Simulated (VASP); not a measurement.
# Zn2CdTe3 (R-3m) in VASP: a series of runs, part 2 of 2

VASP 6.6.1. Earlier steps stand in the parts before.

### Step 3. Single point, PBE

This run uses another cell than the first one, of 32.00 Å³/atom.

Input file INCAR:

```
SYSTEM = Zn2CdTe3
ALGO = Normal ; EDIFF = 1E-6
ENCUT = 520 ; GGA = PE
ISIF = 2 ; ISMEAR = 0
LASPH = .TRUE. ; LCHARG = .TRUE.
LELF = .TRUE. ; LREAL = .FALSE.
LVHAR = .TRUE. ; LWAVE = .FALSE.
NBANDS = 36 ; NELM = 60
PREC = Accurate ; SIGMA = 0.1
```

Input file KPOINTS:

```
k-points
0
G
  3 3 3
  0 0 0
```

Input file POSCAR:

```
Zn2CdTe3
1.0
    3.4195038400      1.9742514600      4.7407504100
   -3.4195038400      1.9742514600      4.7407504100
    0.0000000000     -3.9485029300      4.7407504100
Zn Cd Te
2 1 3
Direct
    0.9287424000      0.9287424000      0.9287424000
    0.0712576000      0.0712576000      0.0712576000
    0.5000000000      0.5000000000      0.5000000000
    0.5000000000      0.5000000000      0.0000000000
    0.0000000000      0.5000000000      0.5000000000
    0.5000000000      0.0000000000      0.5000000000
```

Potentials or basis: VASP PAW PBE potentials, release 64 (Zn, Cd, Te).

Started as:

```sh
$ cat potpaw_PBE.64/Zn/POTCAR potpaw_PBE.64/Cd/POTCAR potpaw_PBE.64/Te/POTCAR > POTCAR
$ mpirun -np 1 vasp_std > vasp.out
```

OUTCAR:

```text
SYSTEM = Zn2CdTe3
   EDIFF = 1E-6
   ENCUT = 520
   GGA = PE
   ISIF = 2
   ISMEAR = 0
   LASPH = .TRUE.
   LREAL = .FALSE.
   NELM = 60
   PREC = Accurate

 ion  position               nearest neighbor table
   1  0.929  0.929  0.929-   2 2.03
   2  0.071  0.071  0.071-   1 2.03
   3  0.500  0.500  0.500-   5 3.08   6 3.08   6 3.08   5 3.08   4 3.08   4 3.08
   4  0.500  0.500  0.000-   3 3.08   3 3.08   5 3.42   6 3.42   6 3.42   5 3.42
   5  0.000  0.500  0.500-   3 3.08   3 3.08   6 3.42   6 3.42   4 3.42   4 3.42
   6  0.500  0.000  0.500-   3 3.08   3 3.08   5 3.42   5 3.42   4 3.42   4 3.42

  LATTYP: Found a trigonal (rhomboedric) cell.
[... 419 lines left out ...]
  -------------------------------------------------------------------------------------
  Total       -0.8199146     -0.8199146      5.0217421      0.0000000     -0.0000000      0.0000000
  in kB       -6.8409320     -6.8409320     41.8987516      0.0000000     -0.0000000      0.0000000
  external PRESSURE =       9.4056292 kB  Pullay stress =       0.0000000 kB

 VOLUME and BASIS-vectors are now :
 -----------------------------------------------------------------------------
  energy-cutoff  :      520.00
  volume of cell :      192.03
      direct lattice vectors                 reciprocal lattice vectors
     3.419503840  1.974251460  4.740750410     0.146220043  0.084420181  0.070312357
    -3.419503840  1.974251460  4.740750410    -0.146220043  0.084420181  0.070312357
     0.000000000 -3.948502930  4.740750410     0.000000000 -0.168840363  0.070312356

 POSITION                                       TOTAL-FORCE (eV/Angst)
 -----------------------------------------------------------------------------------
      0.00000     -0.00000     13.20881        -0.000000      0.000000     -4.532400
      0.00000     -0.00000      1.01344        -0.000000     -0.000000      4.532400
      0.00000     -0.00000      7.11113        -0.000000      0.000000      0.000000
      0.00000      1.97425      4.74075         0.000000      0.000000      0.000000
     -1.70975     -0.98713      4.74075        -0.000000     -0.000000      0.000000
      1.70975     -0.98713      4.74075        -0.000000     -0.000000      0.000000
 -----------------------------------------------------------------------------------
    total drift:                               -0.000000     -0.000000      0.000000

  FREE ENERGIE OF THE ION-ELECTRON SYSTEM (eV)
  ---------------------------------------------------
  free  energy   TOTEN  =        -9.2941445577 eV

  energy  without entropy=       -9.2621907842  energy(sigma->0) =       -9.27816767
```

Wall time 61 s (1 thread of Intel Xeon Platinum 8488C (Sapphire Rapids), shared host); peak memory 0.33 GiB.

What came out:

| Item | Value |
| --- | --- |
| Free energy | -9.2941 eV |
| Pressure | 0.9 GPa |
| Largest force | 4.532 eV/Å |
| Band gap on the k mesh | zero (bands 27 and 28 overlap by 1.47 eV) |

Forces on the atoms (eV/Å):
```
Zn   0.000  0.000 -4.532
Zn   0.000  0.000  4.532
Cd   0.000  0.000  0.000
Te   0.000  0.000  0.000
Te   0.000  0.000  0.000
Te   0.000  0.000  0.000
```

Stress tensor (GPa, compression positive):
```
-0.68  0.00  0.00
 0.00 -0.68  0.00
 0.00  0.00  4.19
```

Caveat: the k points lie up to 0.38 Å⁻¹ apart, too coarse for converged energies and pressures of a metal; spin-orbit coupling is left out, which moves the levels of the heavy elements; forces of over 1 eV/Å act on the atoms, so gaps and moduli don't describe the material at rest.

### Step 4. Relaxation of cell and atoms, PBE

This run uses another cell than the first one, of 32.00 Å³/atom.

Input file INCAR:

```
SYSTEM = Zn2CdTe3
PREC = Accurate
ENCUT = 600
EDIFF = 1E-7
ISMEAR = 0
SIGMA = 0.1
LREAL = .False.
LASPH = .True.
NELM = 60
ALGO = Normal
ISIF = 3
LWAVE = .False.
LCHARG = .False.
GGA = PE
IBRION = 2
NSW = 90
EDIFFG = -0.04
```

Input file KPOINTS:

```
Automatic mesh
0
Gamma
  3 3 3
  0 0 0
```

POSCAR is that of step 3.

Started as:

```sh
$ cat potpaw_PBE.64/Zn/POTCAR potpaw_PBE.64/Cd/POTCAR potpaw_PBE.64/Te/POTCAR > POTCAR
$ mpirun -np 1 vasp_std > vasp.out
```

Wall time 18 min (1 thread of Intel Xeon Platinum 8488C (Sapphire Rapids), shared host); peak memory 0.4 GiB.

It converged, with:

- Free energy: -11.4905 eV
- Relaxed volume: 31.27 Å³/atom
- Relaxed cell: a = 5.796 Å, b = 5.796 Å, c = 5.796 Å, α = 98.44°, β = 98.44°, γ = 98.44°
- Space group after relaxing (to 0.1 Å): R-3m (No. 166)
- Energy gained by relaxing: 366.1 meV/atom
- Ionic steps: 25
- Pressure after relaxing: 0.0 GPa
- Largest force after relaxing: 0.020 eV/Å
- Band gap on the k mesh: zero (bands 27 and 28 overlap by 0.92 eV)

Forces on the atoms (eV/Å):
```
Zn   0.000  0.000  0.020
Zn   0.000  0.000 -0.020
Cd   0.000  0.000  0.000
Te   0.000  0.000  0.000
Te   0.000  0.000  0.000
Te   0.000  0.000  0.000
```

The path:
```
step  energy change (eV)  largest force (eV/Å)  pressure (GPa)  volume (Å³)
   1              0.0000                4.5316            0.92       192.03
   2             -0.6465                0.1149           -2.29       197.01
   3             -0.6536                0.3948           -1.95       195.89
   4             -0.6552                0.2800           -2.08       196.25
   5             -0.7981                0.3383           -0.83       185.24
   6             -0.8457                0.3804            0.61       176.26
   7             -0.9157                0.3190            0.52       175.51
   8             -1.1489                0.1546            0.83       172.63
   9             -1.4843                0.1319            3.59       163.94
  10             -1.5378                0.0772            3.12       165.79
  11             -1.6279                0.0594            1.97       171.23
  12             -1.7202                0.2764            0.18       181.52
  13             -1.9077                0.5796           -1.80       199.18
  14             -1.8731                0.4656           -1.21       193.52
  15             -1.8869                0.4768           -1.37       195.29
  16             -1.9921                0.7245           -1.69       198.10
  17             -1.9942                0.7465           -1.70       198.25
  18             -2.1057                0.7602           -0.74       191.63
  19             -2.1520                0.6395            0.49       185.18
  20             -2.1825                0.3179            0.27       186.27
  21             -2.1893                0.0447            0.14       187.05
  22             -2.1932                0.0473           -0.03       187.81
  23             -2.1945                0.0509           -0.36       189.33
  24             -2.1950                0.0497           -0.25       188.79
  25             -2.1968                0.0197           -0.04       187.63
```

Final structure:
```
Zn Cd Te
1.0
     4.38851    2.53371    2.81238
    -4.38851    2.53371    2.81238
     0.00000   -5.06741    2.81238
Zn Cd Te
2 1 3
Direct
  0.85681 0.85681 0.85681
  0.14319 0.14319 0.14319
  0.50000 0.50000 0.50000
  0.50000 0.50000 0.00000
  0.00000 0.50000 0.50000
  0.50000 0.00000 0.50000
```

Levels at points of the mesh, in eV from the Fermi level:
| k point | band 25 | band 26 | band 27 | band 28 | band 29 | band 30 |
| --- | --- | --- | --- | --- | --- | --- |
| (0.00, 0.00, 0.00) | -1.46 | -1.10 | 0.17 | 0.30 | 0.30 | 3.37 |

Caveat: the k points lie up to 0.37 Å⁻¹ apart in the final cell, too coarse for converged energies and pressures of a metal; spin-orbit coupling is left out, which moves the levels of the heavy elements.

### Step 5. Overview

| task | cell | cutoff (eV) | gap on the mesh (eV) | pressure (GPa) | largest force (eV/Å) |
| --- | --- | --- | --- | --- | --- |
| single point | a = 5.667 Å, angles 84.0°, 6 atoms, atomic positions A | 520 | none | 0.1 | 0.01 |
| single point | a = 6.170 Å, angles 67.3°, 6 atoms, atomic positions B | 520 | none | 0.9 | 4.53 |
| relaxation of cell and atoms | relaxed from a = 6.170 Å, angles 67.3°, 6 atoms, atomic positions B | 600 | none | 0.0 | 0.02 |

Alike in all rows: level PBE; potentials or basis VASP PAW PBE potentials, release 64 (Zn, Cd, Te); no spin polarisation; k mesh 3 × 3 × 3; smearing gaussian 0.1 eV.

Caveats: all runs use coarse meshes; spin-orbit coupling is left out, which moves the levels of the heavy elements; semilocal functionals underestimate gaps, and a narrow one can read as zero (at least some runs); forces of over 1 eV/Å act on the atoms, so gaps and moduli don't describe the material at rest (at least some runs).

Absolute energies hang on the potentials; compare differences alone.
